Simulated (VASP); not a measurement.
Here is a VASP 6.6.1 calculation.

Contents of POSCAR:

```
SnO
1.0
    3.3550050000      0.0000000000      0.0000000000
    0.0000000000      5.7308450400      0.0000000000
    0.0000000000      0.0000000000      4.2219700000
Sn O
2 2
Direct
    0.0000000000      0.2319090000      0.5131440000
    0.5000000000      0.7680910000      0.0131440000
    0.0000000000      0.8912500000      0.7368570000
    0.5000000000      0.1087500000      0.2368570000
```

The input INCAR.step1:

```
SYSTEM = SnO
ALGO     = Normal         ! electronic algorithm
EDIFF    = 1E-4           ! SCF threshold, eV
ENCUT    = 520            ! plane-wave cutoff, eV
GGA      = PE             ! functional
ISMEAR   = 0              ! smearing method
LASPH    = .TRUE.         ! aspherical terms in the spheres
LCHARG   = .FALSE.        ! write CHGCAR
LREAL    = .FALSE.        ! projectors in reciprocal space
LWAVE    = .TRUE.         ! write WAVECAR
NBANDS   = 28             ! bands
NELM     = 100            ! most SCF steps
PREC     = Accurate       ! precision mode
SIGMA    = 0.05           ! smearing width, eV
```

Contents of INCAR.step2:

```
SYSTEM = SnO
ALGO     = Normal         ! electronic algorithm
EDIFF    = 1E-6           ! SCF threshold, eV
ENCUT    = 520            ! plane-wave cutoff, eV
ISIF     = 2              ! what is computed and relaxed
ISMEAR   = 0              ! smearing method
ISTART   = 1            
LASPH    = .TRUE.         ! aspherical terms in the spheres
LCHARG   = .FALSE.        ! write CHGCAR
LMIXTAU  = .TRUE.       
LREAL    = .FALSE.        ! projectors in reciprocal space
LWAVE    = .FALSE.        ! write WAVECAR
METAGGA  = R2SCAN         ! meta-GGA
NBANDS   = 28             ! bands
NELM     = 100            ! most SCF steps
PREC     = Accurate       ! precision mode
SIGMA    = 0.05           ! smearing width, eV
```

File KPOINTS:

```
k-points
0
G
  8 6 6
  0 0 0
```

Potentials or basis: VASP PAW PBE potentials, release 64 (Sn_d, O).

Command:

```sh
$ cat potpaw_PBE.64/Sn_d/POTCAR potpaw_PBE.64/O/POTCAR > POTCAR
$ cp INCAR.step1 INCAR
$ mpirun -np 1 vasp_std > vasp.out
$ cp INCAR.step2 INCAR
$ mpirun -np 1 vasp_std > vasp.out
```

**Question.** Predict the pressure.

**Answer.** -3.4 GPa.

**Question.** Estimate the largest force.

**Answer.** 0.695 eV/Å.

**Question.** Estimate the band gap on the k mesh.

**Answer.** 1.74 eV (least direct gap 2.39 eV).

Stress tensor (GPa, compression positive):
```
-3.92  0.00  0.00
 0.00 -3.35  0.00
 0.00  0.00 -2.91
```

Caveat: the cell differs from its parent crystal (strain +0.0100 x Voigt [0, 1, 0, 0, 0, 0]); the cell stands under tension; the PAW data sets were made with another functional, which shifts forces and pressure a little; spin-orbit coupling is left out, which moves the levels of the heavy elements. A k mesh can miss the band edges.
